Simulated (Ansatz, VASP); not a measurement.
## HfO2 in VASP and in Ansatz

```xyz
3
Lattice="0.0000 2.5292 2.5292 2.4912 0.0000 2.5292 2.4912 2.5292 0.0000" Properties=species:S:1:pos:R:3 pbc="T T T"
Hf    0.0000    0.0000    0.0000
O     1.2456    1.2646    1.2646
O     3.7368    3.7937    3.7937
```

Change from the starting cell: strain -0.0150 x Voigt [1, 0, 0, 0, 0, 0], atoms carried along.

Alike in both runs: task single point; functional r2SCAN; k mesh 8 × 8 × 8; occupations gaussian, width 0.05 eV; no spin polarisation.

```csv
,VASP,Ansatz
version,VASP 6.6.1,Ansatz 0.2.0
potentials or method,"VASP PAW PBE potentials, release 64 (Hf_pv, O), cutoff 520 eV","scalar-relativistic, plane waves, PAW"
valence electrons in the cell,22,38
```

|  | VASP | Ansatz | Ansatz less VASP |
| --- | --- | --- | --- |
| gap on the k mesh at the Fermi level (eV) | 4.23 | 4.22 | -0.012 |
| least direct gap on the mesh (eV) | 4.24 | 4.22 | -0.013 |
| pressure (GPa) | 0.1 | 4.3 | +4.13 |
| traceless stress, the component that is largest in VASP (GPa) | 5.14 | 5.05 | -0.089 |

VASP's potentials were made for PBE, not for r2SCAN. One of these differences is far larger than is usual between the two programs; its cause wasn't traced. VASP's potentials hold 22 valence electrons a cell and Ansatz's 38, so a difference there can come from the potentials and not from the codes.

Neither program's run includes spin-orbit coupling.
